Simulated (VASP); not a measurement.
Wanted: the native input for a VASP 6.6.1 run.

```
Task                   : single point
Functional             : PBEsol
Potentials or basis    : VASP PAW PBE potentials, release 64 (Cs_sv, Pb_d, Br)
Cutoff                 : 520 eV
k mesh                 : 6 × 6 × 6
Occupations            : gaussian, width 0.05 eV
Spin                   : no spin polarisation
Dipole correction      : no
Further INCAR settings : ALGO = Normal; EDIFF = 1e-07; NBANDS = 30
```

The structure of CsPbBr3 lies in POSCAR:

```
CsPbBr3
1.0
    5.8738967889      0.1525687478      0.1525687478
    0.1525687478      5.8738967889      0.1525687478
    0.1525687478      0.1525687478      5.8738967889
Cs Pb Br
1 1 3
Direct
    0.0000000000      0.0000000000      0.0000000000
    0.5000000000      0.5000000000      0.5000000000
    0.0000000000      0.5000000000      0.5000000000
    0.5000000000      0.0000000000      0.5000000000
    0.5000000000      0.5000000000      0.0000000000
```

This cell differs from its parent crystal: ratio of the length along [111] to the lengths across it x 1.08, volume and fractional coordinates fixed.

One way to write it, as run:

INCAR

```
ALGO = Normal
EDIFF = 1E-7
ENCUT = 520
GGA = PS
ISIF = 2
ISMEAR = 0
LASPH = T
LCHARG = T
LELF = T
LREAL = F
LVHAR = T
LWAVE = F
NBANDS = 30
NELM = 100
PREC = Accurate
SIGMA = 0.05
```

KPOINTS

```
k-points
0
Gamma
  6 6 6
```

Potentials or basis: VASP PAW PBE potentials, release 64 (Cs_sv, Pb_d, Br).

The run is started by

```console
$ cat potpaw_PBE.64/Cs_sv/POTCAR potpaw_PBE.64/Pb_d/POTCAR potpaw_PBE.64/Br/POTCAR > POTCAR
$ mpirun -np 1 vasp_std > vasp.out
```

It gave:

```yaml
Pressure: 0.0 GPa
Band_gap_on_the_k_mesh: 1.37 eV, direct
```

Caveat: the PAW data sets were made with another functional, which shifts forces and pressure a little; spin-orbit coupling is left out, which moves the levels of the heavy elements.

Run time: 4.6 min on 1 thread of AMD EPYC 7R43 64-Core Processor (Zen 3), on a shared host, peak memory 0.4 GiB.
